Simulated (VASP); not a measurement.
CaScC4N4: single point with PBE

CaScC4N4:

```
Ca Sc C N
1.0
     8.26995    0.00000    0.00000
     0.00000    8.26995    0.00000
     0.00000    0.00000    4.21909
Ca Sc C N
1 1 4 4
Direct
  0.00000 0.00000 0.00000
  0.50000 0.50000 0.00000
  0.21364 0.78636 0.00000
  0.78636 0.21364 0.00000
  0.21364 0.21364 0.00000
  0.78636 0.78636 0.00000
  0.31387 0.68613 0.00000
  0.68613 0.31387 0.00000
  0.31387 0.31387 0.00000
  0.68613 0.68613 0.00000
```

```json
{
 "Program": "VASP 6.6.1",
 "Task": "single point",
 "Functional": "PBE",
 "Potentials or basis": "VASP PAW PBE potentials, release 64 (Ca_sv, Sc_sv, C, N)",
 "Cutoff": "520 eV",
 "k mesh": "2 × 2 × 4",
 "Occupations": "gaussian, width 0.1 eV",
 "Spin": "collinear spin, ferromagnetic start",
 "Starting moments": "[0.0, 0.0, 1.0, 1.0, 1.0, 1.0, 1.0, 1.0, 1.0, 1.0] μB"
}
```

```
Pressure                                              : 0.4 GPa
Largest force                                         : 0.309 eV/Å
Net moment                                            : 0.95 μB per cell
Site moments                                          : Ca +0.01; Sc +0.47; C +0.01; N -0.00 μB
Valence electrons inside the program's atomic spheres : Ca 8.11; Sc 9.31; C 2.56; N 3.91
```

Forces in eV/Å, atoms in the order of the input:
```
Ca   0.000  0.000  0.000
Sc   0.000  0.000  0.000
C   -0.218  0.218  0.000
C    0.218 -0.218  0.000
C   -0.218 -0.218  0.000
C    0.218  0.218  0.000
N    0.149 -0.149  0.000
N   -0.149  0.149  0.000
N    0.149  0.149  0.000
N   -0.149 -0.149  0.000
```

Stress tensor (GPa, compression positive):
```
0.58 0.00 0.00
0.00 0.58 0.00
0.00 0.00 0.11
```

Levels at points of the mesh, in eV from the Fermi level:
Spin up:
```csv
k point,band 25,band 26,band 27,band 28,band 29,band 30,band 31,band 32,band 33,band 34
"(0.00, 0.00, 0.00)",-4.89,-4.68,-4.58,-4.58,-0.97,-0.08,0.35,0.75,0.75,2.24
"(0.50, 0.00, 0.00)",-4.93,-4.83,-4.61,-4.57,-0.97,0.36,0.51,0.82,0.91,1.05
"(0.50, 0.50, 0.00)",-4.96,-4.94,-4.36,-4.36,-0.97,0.35,0.72,0.76,0.76,1.29
"(0.00, 0.00, 0.50)",-4.80,-4.65,-4.41,-4.41,0.05,0.10,0.10,0.27,1.15,1.66
"(0.50, 0.00, 0.50)",-4.87,-4.66,-4.52,-4.48,0.00,0.40,0.45,0.58,0.98,1.15
"(0.50, 0.50, 0.50)",-4.91,-4.88,-4.24,-4.24,0.11,0.11,0.76,0.83,1.06,1.15
```
Spin down:
| k point | band 25 | band 26 | band 27 | band 28 | band 29 | band 30 | band 31 | band 32 |
| --- | --- | --- | --- | --- | --- | --- | --- | --- |
| (0.00, 0.00, 0.00) | -4.87 | -4.67 | -4.56 | -4.56 | 0.05 | 0.26 | 0.37 | 0.94 |
| (0.50, 0.00, 0.00) | -4.92 | -4.80 | -4.59 | -4.55 | 0.30 | 0.34 | 0.71 | 1.04 |
| (0.50, 0.50, 0.00) | -4.95 | -4.93 | -4.34 | -4.34 | 0.31 | 0.34 | 0.94 | 0.95 |
| (0.00, 0.00, 0.50) | -4.78 | -4.64 | -4.39 | -4.39 | 0.19 | 0.25 | 0.25 | 0.44 |
| (0.50, 0.00, 0.50) | -4.86 | -4.63 | -4.51 | -4.46 | 0.14 | 0.61 | 0.70 | 0.79 |
| (0.50, 0.50, 0.50) | -4.90 | -4.86 | -4.22 | -4.22 | 0.27 | 0.27 | 0.82 | 0.99 |

It took 7.4 min on 1 thread of AMD EPYC 7571, on a shared host, peak memory 0.53 GiB.

Caveat: the k points lie up to 0.38 Å⁻¹ apart.
